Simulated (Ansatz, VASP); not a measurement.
# Te: VASP beside Ansatz

INCAR

```
SYSTEM = Te
PREC = Accurate
ENCUT = 520
EDIFF = 1E-6
ISMEAR = -1
SIGMA = 0.05
LREAL = .FALSE.
LASPH = .TRUE.
NELM = 80
ALGO = Normal
ISIF = 2
LWAVE = .FALSE.
LCHARG = .TRUE.
GGA = PE
LELF = .TRUE.
LVHAR = .TRUE.
NBANDS = 16
```

The input KPOINTS:

```
Automatic mesh
0
G
  8 8 8
  0 0 0
```

The input POSCAR:

```
Te
1.0
    4.2764410000     -2.3949120000      0.0000000000
    4.2764410000      2.3949120000      0.0000000000
   -0.1317545000      0.0000000000      3.9573500000
Te
3
Direct
    0.6760000000      0.6760000000      0.6750000000
    0.3240000000      0.3240000000      0.3250000000
    0.0000000000      0.0000000000      0.0000000000
```

Input for Ansatz:

```yaml
crystal:
  lattice:
    - [4.276441, -2.394912, 0.0]
    - [4.276441, 2.394912, 0.0]
    - [-0.1317545, 0.0, 3.95735]
  atoms:
    - { symbol: Te, position: [0.676, 0.676, 0.675] }
    - { symbol: Te, position: [0.324, 0.324, 0.325] }
    - { symbol: Te, position: [0.0, 0.0, 0.0] }
kpoints:
  mp_grid: { grid: [8, 8, 8] }
  band_path:
    path:
      - [0.0, 0.0, 0.0]
      - [-0.3284937889, 0.3284937889, 0.0]
      - [-0.6715062111, -0.3284937889, 0.0]
      - [-0.5, -0.5, 0.0]
      - [0.0, 0.0, 0.0]
      - [-0.5, -0.5, 0.5]
      - [-0.6771480823, -0.3228519177, 0.5]
      - [-0.3228519177, 0.3228519177, 0.5]
      - [0.0, 0.0, 0.5]
    npoints: 5
scf:
  occupations: { method: fermi_dirac, width: 0.05 }
hamiltonian:
  xc: pbe
  pseudopotentials: { kind: all_electron, lapw: { basis_error: 0.001 } }
output:
  forces: true
  stress: true
  eigenvalues: true
```

Change from the starting cell: equal xx and yy strain of +1 %.

Alike in both runs: task single point; functional PBE; k mesh 8 × 8 × 8; occupations fermi-dirac, width 0.05 eV; no spin polarisation.

|  | VASP | Ansatz |
| --- | --- | --- |
| version | VASP 6.6.1 | Ansatz 0.2.0 |
| potentials or method | VASP PAW PBE potentials, release 64 (Te), cutoff 520 eV | all-electron LAPW, scalar-relativistic |

```csv
,VASP,Ansatz,Ansatz less VASP
pressure (GPa),7.3,7.4,+0.08
"traceless stress, the component that is largest in VASP (GPa)",1.28,1.29,+0.009
rms of the force components (eV/Å),0.208,0.207,-0.0013
```

Atom by atom the forces differ by 0.002 eV/Å (rms over components). Ansatz ran all-electron here, and VASP with PAW potentials.

Spin-orbit coupling is off throughout.
